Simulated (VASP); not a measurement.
Cd, 3 atoms in the cell. It takes space group P6/mmm (No. 191, hexagonal). The conventional cell has a = 4.926 Å, b = 4.926 Å, c = 2.931 Å, α = 90.00°, β = 90.00°, γ = 120.00°. Cd (site symmetry 6/mmm) has 14 Cd at 2.93 to 3.20 Å within 3.9 Å. Cd (site symmetry -6m2) has 11 Cd at 2.84 to 3.20 Å within 3.7 Å. This isn't the form of Cd at room conditions, which is hcp.

```yaml
Program: VASP 6.6.1
Task: single point
Functional: LDA
Potentials_or_basis: VASP PAW LDA potentials, release 64 (Cd)
Cutoff: 500 eV
k_mesh: 8 × 8 × 12
Occupations: fermi-dirac, width 0.1 eV
Spin: no spin polarisation
Dipole_correction: no
Further_INCAR_settings: ALGO = Normal; EDIFF = 1e-06; NBANDS = 25
```

Potentials or basis: VASP PAW LDA potentials, release 64 (Cd).

The run is started by

```sh
$ cat potpaw_LDA.64/Cd/POTCAR > POTCAR
$ mpirun -np 1 vasp_std > vasp.out
```

Hardware: 1 thread of Intel(R) Xeon(R) Platinum 8259CL CPU @ 2.50GHz (Skylake/Cascade Lake), with other jobs on the host.

How long does it take, and how much memory?

Run time: 58 s on 1 thread of Intel(R) Xeon(R) Platinum 8259CL CPU @ 2.50GHz (Skylake/Cascade Lake), with other jobs on the host, peak memory 0.2 GiB. Counts: scf iterations 11, k points 70.
